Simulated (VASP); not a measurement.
Write the native input for VASP 6.6.1 that does the following.

```yaml
Task: single point
Functional: r2SCAN
Potentials_or_basis: VASP PAW PBE potentials, release 64 (In_d, Se)
Cutoff: 520 eV
k_mesh: 12 × 12 × 1
Occupations: gaussian, width 0.02 eV
Spin: no spin polarisation
Dipole_correction: no
Further_INCAR_settings: ALGO = Normal; EDIFF = 1e-07; NBANDS = 69
```

The system is InSe.

```
In Se
1.0
     3.98289    0.00000    0.00000
    -1.99144    3.44928    0.00000
     0.00000    0.00000   25.66750
In Se
6 6
Cartesian
  1.9914 1.1498 8.5090
  1.9914 1.1498 5.7229
  0.0000 2.2995 17.0648
  0.0000 2.2995 14.2788
  0.0000 0.0000 25.6207
  0.0000 0.0000 22.8346
  0.0000 2.2995 1.2405
  0.0000 0.0000 4.4362
  0.0000 0.0000 9.7963
  1.9914 1.1498 12.9920
  1.9914 1.1498 18.3521
  0.0000 2.2995 21.5478
```

This cell differs from its parent crystal: equal strain along all axes, cell held: -1.5 %, then relaxed in part.

One way to write it, as run:

POSCAR

```
InSe
1.0
    3.9828862490      0.0000000000      0.0000000000
   -1.9914431245      3.4492806720      0.0000000000
    0.0000000000      0.0000000000     25.6674951062
In Se
6 6
Direct
    0.6666666667      0.3333333333      0.3315087114
    0.6666666667      0.3333333333      0.2229639375
    0.3333333333      0.6666666667      0.6648420447
    0.3333333333      0.6666666667      0.5562972708
    0.0000000000      0.0000000000      0.9981753781
    0.0000000000      0.0000000000      0.8896306042
    0.3333333333      0.6666666667      0.0483281610
    0.0000000000      0.0000000000      0.1728325235
    0.0000000000      0.0000000000      0.3816614943
    0.6666666667      0.3333333333      0.5061658568
    0.6666666667      0.3333333333      0.7149948277
    0.3333333333      0.6666666667      0.8394991901
```

INCAR.step1

```
  PREC = Accurate
  ENCUT = 520
  ISMEAR = 0
  SIGMA = 0.02
  LREAL = F
  LASPH = T
  NELM = 100
  NBANDS = 69
  GGA = PE
  ALGO = Normal
  EDIFF = 1E-4
  LWAVE = T
  LCHARG = F
```

INCAR.step2

```
  PREC = Accurate
  ENCUT = 520
  EDIFF = 1E-7
  ISMEAR = 0
  SIGMA = 0.02
  LREAL = F
  LASPH = T
  NELM = 100
  ALGO = Normal
  ISIF = 2
  LWAVE = F
  LCHARG = F
  METAGGA = R2SCAN
  LMIXTAU = T
  NBANDS = 69
  ISTART = 1
```

KPOINTS

```
regular mesh
0
Gamma
  12 12 1
```

Potentials or basis: VASP PAW PBE potentials, release 64 (In_d, Se).

The run is started by

```console
$ cat potpaw_PBE.64/In_d/POTCAR potpaw_PBE.64/Se/POTCAR > POTCAR
$ cp INCAR.step1 INCAR
$ mpirun -np 1 vasp_std > vasp.out
$ cp INCAR.step2 INCAR
$ mpirun -np 1 vasp_std > vasp.out
```

It gave:

```json
{
  "Pressure": "1.3 GPa",
  "Largest force": "0.014 eV/Å",
  "Band gap on the k mesh": "1.77 eV"
}
```

Caveat: the cell differs from its parent crystal (equal strain along all axes, cell held: -1.5 %, then relaxed in part); the PAW data sets were made with another functional, which shifts forces and pressure a little; spin-orbit coupling is left out, which moves the levels of the heavy elements.

It took 46 min on 1 thread of Oxide Virtual Turin-like Processor (shared host), peak memory 0.62 GiB.
